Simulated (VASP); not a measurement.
# HfC (Cm) in VASP: notebook

HfC is run at these levels: PBEsol; tasks: single point.

Program: VASP 6.6.1. These are calculated values, not measurements. Logs are shortened: lines on timing, memory, paths and dates and some standing lists are left out, and cuts for length are marked.

## 1. The cell of the first run

It takes space group Cm (No. 8, monoclinic). Conventional cell: a = 5.790 Å, b = 3.343 Å, c = 5.203 Å, α = 90.00°, β = 90.00°, γ = 90.00°. Hf (site symmetry m) has 6 C at 2.16 to 2.42 Å within 2.9 Å. Hf (site symmetry m) has 6 C at 2.25 to 2.50 Å within 3.0 Å. C (site symmetry m) has 6 Hf at 2.16 to 2.50 Å and 2 C at 2.61 Å within 2.9 Å. C (site symmetry m) has 6 Hf at 2.33 Å and 2 C at 2.61 Å within 3.1 Å.

## 2. Single point, PBEsol

The input, INCAR:

```
SYSTEM = HfC
PREC = Accurate
ENCUT = 520
EDIFF = 1E-7
ISMEAR = 0
SIGMA = 0.1
LREAL = .FALSE.
LASPH = .TRUE.
NELM = 100
ALGO = Normal
ISIF = 2
LWAVE = .FALSE.
LCHARG = .FALSE.
GGA = PS
ISYM = 0
NBANDS = 22
```

The input, KPOINTS:

```
Automatic mesh
0
Gamma
  6 6 4
  0.5 0.5 0.5
```

The input, POSCAR:

```
HfC
1.0
    3.3428660000      0.0000000000      0.0000000000
   -1.6714330000      2.8950070000      0.0000000000
    0.0000000000      0.0000000000      5.2027140000
Hf C
2 2
Direct
    0.6666666667      0.3333333333      0.7500000000
    0.3333333333      0.6666666667      0.2500000000
   -0.0345422308     -0.0690844616      0.0000000000
    0.0000000000      0.0000000000      0.5000000000
```

Potentials or basis: VASP PAW PBE potentials, release 64 (Hf_pv, C).

The run is started by

```sh
$ cat potpaw_PBE.64/Hf_pv/POTCAR potpaw_PBE.64/C/POTCAR > POTCAR
$ mpirun -np 1 vasp_std > vasp.out
```

OUTCAR:

```text
SYSTEM = HfC
   PREC = Accurate
   ENCUT = 520
   EDIFF = 1E-7
   ISMEAR = 0
   LREAL = .FALSE.
   LASPH = .TRUE.
   NELM = 100
   ISIF = 2
   GGA = PS
   ISYM = 0

 ion  position               nearest neighbor table
   1  0.667  0.333  0.750-   3 2.16   4 2.33   4 2.33   4 2.33   3 2.42   3 2.42   2 3.24   2 3.24
                             2 3.24   2 3.24   2 3.24   2 3.24
   2  0.333  0.667  0.250-   3 2.25   3 2.25   4 2.33   4 2.33   4 2.33   3 2.50   1 3.24   1 3.24
                             1 3.24   1 3.24   1 3.24   1 3.24
   3  0.965  0.931  0.000-   1 2.16   2 2.25   2 2.25   1 2.42   1 2.42   2 2.50
   4  0.000  0.000  0.500-   1 2.33   2 2.33   1 2.33   2 2.33   1 2.33   2 2.33

IMPORTANT INFORMATION: All symmetrisations will be switched off!
NOSYMM: (Re-)initialisation of all symmetry stuff for point group C_1.

----------------------------------------------------------------------------------------

                                     Primitive cell

  volume of cell :      50.3499

  direct lattice vectors                    reciprocal lattice vectors
     3.342866000  0.000000000  0.000000000     0.299144507  0.172711154  0.000000000
    -1.671433000  2.895007000  0.000000000     0.000000000  0.345422308  0.000000000
     0.000000000  0.000000000  5.202714000     0.000000000  0.000000000  0.192207375

  length of vectors
     3.342866000  3.342866106  5.202714000     0.345422319  0.345422308  0.192207375

  position of ions in fractional coordinates (direct lattice)
     0.666666667  0.333333333  0.750000000
     0.333333333  0.666666667  0.250000000
     0.965457769  0.930915538  0.000000000
     0.000000000  0.000000000  0.500000000

  ion indices of the primitive-cell ions
   primitive index   ion index
                 1           1
                 2           2
                 3           3
                 4           4

----------------------------------------------------------------------------------------

 KPOINTS: Automatic mesh

Automatic generation of k-mesh.
 Grid dimensions read from file:
 generate k-points for:    6    6    4

 Generating k-lattice:

  Cartesian coordinates                     Fractional coordinates (reciprocal lattice)
     0.049857418  0.028785192  0.000000000     0.166666667 -0.000000000  0.000000000
     0.000000000  0.057570385  0.000000000     0.000000000  0.166666667  0.000000000
     0.000000000  0.000000000  0.048051844     0.000000000  0.000000000  0.250000000

  Length of vectors
     0.057570387  0.057570385  0.048051844

  Shift w.r.t. Gamma in fractional coordinates (k-lattice)
     0.500000000  0.500000000  0.500000000

 Subroutine IBZKPT returns following result:
 ===========================================

 Found    216 irreducible k-points:

 Following reciprocal coordinates:
            Coordinates               Weight
  0.083333  0.083333  0.125000      2.000000
 -0.083333  0.166667  0.125000      2.000000
 -0.166667  0.083333  0.125000      2.000000
 -0.083333 -0.083333  0.125000      2.000000
  0.083333 -0.166667  0.125000      2.000000
  0.166667 -0.083333  0.125000      2.000000
[... 16 lines left out ...]
  0.083333  0.500000  0.125000      2.000000
  0.500000 -0.416667  0.125000      2.000000
 [... further k-points ...]
   k-points           NKPTS =    216   k-points in BZ     NKDIM =    216   number of bands    NBANDS=     22
   number of dos      NEDOS =    301   number of ions     NIONS =      4
   total plane-waves  NPLWV =  31360
   dimension x,y,z NGX =    28 NGY =   28 NGZ =   40
   dimension x,y,z NGXF=    56 NGYF=   56 NGZF=   80
   ions per type =               2   2
   NGX,Y,Z   is equivalent  to a cutoff of  13.92, 13.92, 12.78 a.u.
   NGXF,Y,Z  is equivalent  to a cutoff of  27.85, 27.85, 25.56 a.u.
 SYSTEM =  HfC
   PREC   = accura    normal or accurate (medium, high low for compatibility)
   ISTART =      0    job   : 0-new  1-cont  2-samecut
   ICHARG =      2    charge: 1-file 2-atom 10-const
   ISPIN  =      1    spin polarized calculation?
   LNONCOLLINEAR =      F non collinear calculations
   LSORBIT =      F    spin-orbit coupling
   LASPH  =      T    aspherical Exc in radial PAW
   ENCUT  =  520.0 eV  38.22 Ry    6.18 a.u.   6.22  6.22  9.67*2*pi/ulx,y,z
   NELM   =    100;   NELMIN=  2; NELMDL= -5     # of ELM steps
   EDIFF  = 0.1E-06   stopping-criterion for ELM
   LREAL  =      F    real-space projection
   EDIFFG = 0.1E-05   stopping-criterion for IOM
   NSW    =      0    number of steps for IOM
   IBRION =     -1    ionic relax: 0-MD 1-quasi-New 2-CG
   NFREE  =      0    steps in history (QN), initial steepest desc. (CG)
   ISIF   =      2    stress and relaxation
   ISYM   =      0    0-nonsym 1-usesym 2-fastsym
   POTIM  = 0.5000    time-step for ionic-motion
   TEBEG  =    0.0;   TEEND  =   0.0 temperature during run
   PSTRESS=    0.0 pullay stress
   NELECT =      28.0000    total number of electrons
   NUPDOWN=      -1.0000    fix difference up-down
   EMIN   =  10.00;   EMAX   =-10.00  energy-range for DOS
   EFERMI =   0.00;   METHOD = LEGACY
   ISMEAR =     0;   SIGMA  =   0.10  broadening in eV -4-tet -1-fermi 0-gaus
   EFERMI_NEDOS =   21; number of points for ismear=-14 and -15
   IALGO  =     38    algorithm
   IMIX   =      4    mixing-type and parameters
     AMIX     =   0.40;   BMIX     =  1.00
     AMIX_MAG =   1.60;   BMIX_MAG =  1.00
  volume/ion in A,a.u.               =      12.59        84.94
  Fermi-wavevector in a.u.,A,eV,Ry     =   1.346257  2.544057 24.659309  1.812408
  Thomas-Fermi vector in A             =   2.474104
   LORBIT       =      0    0 simple, 1 ext, 2 COOP (PROOUT), +10 PAW based schemes
   GGA     = PS    functional components
   LHFCALC =     F    Hartree Fock is set to
   AEXX    =    0.0000 exact exchange contribution
   IVDW    =     0    specifies the selected vdW correction
   LEPSILON=     F    determine dielectric tensor
   LRPA    =     F    only Hartree local field effects (RPA)
 non-spin polarized calculation
 Gauss-broadening in eV      SIGMA  =   0.10
  energy-cutoff  :      520.00
  volume of cell :       50.35
 maximum number of plane-waves:      1367
 NGX is ok and might be reduce to    28
   NGX = 13   NGY = 13   NGZ = 19

 number of electron      28.0000002 magnetization

 Free energy of the ion-electron system (eV)
  ---------------------------------------------------
  ext. energy  EPLUGINS =         0.00000000
  ---------------------------------------------------
  free energy    TOTEN  =       -43.34363133 eV

  energy without entropy =      -43.33842361  energy(sigma->0) =      -43.34102747

 E-fermi :   6.5429     XC(G=0): -12.4071

 val. band max:        6.5320144408   @ k =   0.0000   0.0833   0.1250
 cond. band min:       6.5580118928   @ k =   0.2500  -0.4167  -0.3750
 fundamental gap:      0.0259974520
 Fermi energy:         6.5429055514

 k-point     1 :       0.0833    0.0833    0.1250
  band No.  band energies     occupation
      1     -24.2449      2.00000
      2     -23.8062      2.00000
      3     -23.7830      2.00000
      4     -23.7158      2.00000
      5     -23.6470      2.00000
      6     -23.5952      2.00000
[... 14 lines left out ...]
     21      11.5337      0.00000
     22      12.8282      0.00000

 k-point     2 :      -0.0833    0.1667    0.1250
  band No.  band energies     occupation
      1     -24.2449      2.00000
      2     -23.8062      2.00000
      3     -23.7830      2.00000
      4     -23.7158      2.00000
      5     -23.6470      2.00000
      6     -23.5952      2.00000
[... 14 lines left out ...]
     21      11.5337      0.00000
     22      12.8282      0.00000

 k-point     3 :      -0.1667    0.0833    0.1250
  band No.  band energies     occupation
      1     -24.2456      2.00000
      2     -23.8071      2.00000
      3     -23.7778      2.00000
      4     -23.7141      2.00000
      5     -23.6525      2.00000
      6     -23.5958      2.00000
[... 14 lines left out ...]
     21      11.4642      0.00000
     22      12.7670      0.00000

 k-point     4 :      -0.0833   -0.0833    0.1250
  band No.  band energies     occupation
      1     -24.2471      2.00000
      2     -23.8041      2.00000
      3     -23.7818      2.00000
      4     -23.7146      2.00000
      5     -23.6474      2.00000
      6     -23.5969      2.00000
[... 14 lines left out ...]
     21      11.6247      0.00000
     22      12.8148      0.00000

 k-point     5 :       0.0833   -0.1667    0.1250
  band No.  band energies     occupation
      1     -24.2471      2.00000
      2     -23.8041      2.00000
      3     -23.7818      2.00000
      4     -23.7146      2.00000
      5     -23.6474      2.00000
      6     -23.5969      2.00000
[... 14 lines left out ...]
     21      11.6247      0.00000
     22      12.8148      0.00000

 k-point     6 :       0.1667   -0.0833    0.1250
  band No.  band energies     occupation
      1     -24.2456      2.00000
      2     -23.8071      2.00000
      3     -23.7778      2.00000
      4     -23.7141      2.00000
      5     -23.6525      2.00000
      6     -23.5958      2.00000
[... 14 lines left out ...]
     21      11.4642      0.00000
     22      12.7670      0.00000

 k-point     7 :       0.2500    0.0833    0.1250
  band No.  band energies     occupation
      1     -24.1430      2.00000
      2     -24.0157      2.00000
      3     -23.9339      2.00000
      4     -23.8205      2.00000
      5     -23.6877      2.00000
      6     -23.6444      2.00000
[... 324 lines left out ...]
      6     -23.6979      2.00000
[... 14 lines left out ...]
     21      12.4206      0.00000
     22      12.7281      0.00000

 k-point    21 :       0.5000    0.4167    0.1250
  band No.  band energies     occupation
      1     -24.2208      2.00000
      2     -24.0658      2.00000
      3     -23.9592      2.00000
      4     -23.8801      2.00000
      5     -23.7347      2.00000
      6     -23.7045      2.00000
[... 14 lines left out ...]
     21      12.3779      0.00000
     22      12.8688      0.00000

 k-point    22 :      -0.4167   -0.0833    0.1250
  band No.  band energies     occupation
      1     -24.2211      2.00000
      2     -24.0670      2.00000
      3     -23.9573      2.00000
      4     -23.8806      2.00000
      5     -23.7344      2.00000
      6     -23.7044      2.00000
[... 14 lines left out ...]
     21      12.4798      0.00000
     22      12.6979      0.00000

 k-point    23 :       0.0833    0.5000    0.1250
  band No.  band energies     occupation
      1     -24.2238      2.00000
      2     -24.0705      2.00000
      3     -23.9559      2.00000
      4     -23.8790      2.00000
      5     -23.7344      2.00000
      6     -23.6980      2.00000
[... 14 lines left out ...]
     21      12.4463      0.00000
     22      12.7760      0.00000

 k-point    24 :       0.5000   -0.4167    0.1250
  band No.  band energies     occupation
      1     -24.2218      2.00000
      2     -24.0659      2.00000
      3     -23.9531      2.00000
      4     -23.8846      2.00000
      5     -23.7390      2.00000
      6     -23.7007      2.00000
[... 14 lines left out ...]
     21      12.4435      0.00000
     22      12.7735      0.00000

 [... further k-points ...]

------------------------ aborting loop because EDIFF is reached ----------------------------------------

  FORCE on cell =-STRESS in cart. coord.  units (eV):
  Direction    XX          YY          ZZ          XY          YZ          ZX
  --------------------------------------------------------------------------------------
  -------------------------------------------------------------------------------------
  Total       -1.9923405     -2.0144532     -1.4290529     -0.0000001      0.5836704     -0.0000007
  in kB      -63.3980064    -64.1016529    -45.4737051     -0.0000024     18.5728983     -0.0000226
  external PRESSURE =     -57.6577881 kB  Pullay stress =       0.0000000 kB

 VOLUME and BASIS-vectors are now :
 -----------------------------------------------------------------------------
  energy-cutoff  :      520.00
  volume of cell :       50.35
      direct lattice vectors                 reciprocal lattice vectors
     3.342866000  0.000000000  0.000000000     0.299144507  0.172711154  0.000000000
    -1.671433000  2.895007000  0.000000000     0.000000000  0.345422308  0.000000000
     0.000000000  0.000000000  5.202714000     0.000000000  0.000000000  0.192207375

 POSITION                                       TOTAL-FORCE (eV/Angst)
 -----------------------------------------------------------------------------------
      1.67143      0.96500      3.90204         0.000000     -1.729953     -0.323993
     -0.00000      1.93000      1.30068         0.000000     -1.308939      0.285652
      1.67143      2.69501      0.00000         0.000000      2.394886      0.049341
      0.00000      0.00000      2.60136        -0.000001      0.644005     -0.011000
 -----------------------------------------------------------------------------------
    total drift:                               -0.000000      0.000028     -0.000004

  FREE ENERGIE OF THE ION-ELECTRON SYSTEM (eV)
  ---------------------------------------------------
  free  energy   TOTEN  =       -43.3436313261 eV

  energy  without entropy=      -43.3384236127  energy(sigma->0) =      -43.34102747
```

It took 3.6 min on 1 thread of Intel Xeon Platinum 8375C at 2.90GHz (Ice Lake), shared host; peak memory 0.33 GiB.

What came out:

```yaml
Free_energy: -43.3436 eV
Pressure: -5.8 GPa
Largest_force: 2.395 eV/Å
Band_gap_on_the_k_mesh: zero (bands 14 and 15 overlap by 0.11 eV)
```

Forces in eV/Å, atoms in the order of the input:
```
Hf   0.000 -1.730 -0.324
Hf   0.000 -1.309  0.286
C    0.000  2.395  0.049
C    0.000  0.644 -0.011
```

Stress tensor (GPa, compression positive):
```
-6.34  0.00  0.00
 0.00 -6.41  1.86
 0.00  1.86 -4.55
```

Caveat: the k points lie up to 0.36 Å⁻¹ apart; the PAW data sets were made with another functional, which shifts forces and pressure a little; spin-orbit coupling is left out, which moves the levels of the heavy elements.

(Continued in part 2 of 2.)

The gap in the log of VASP goes by the Fermi energy; the results here count the filled bands.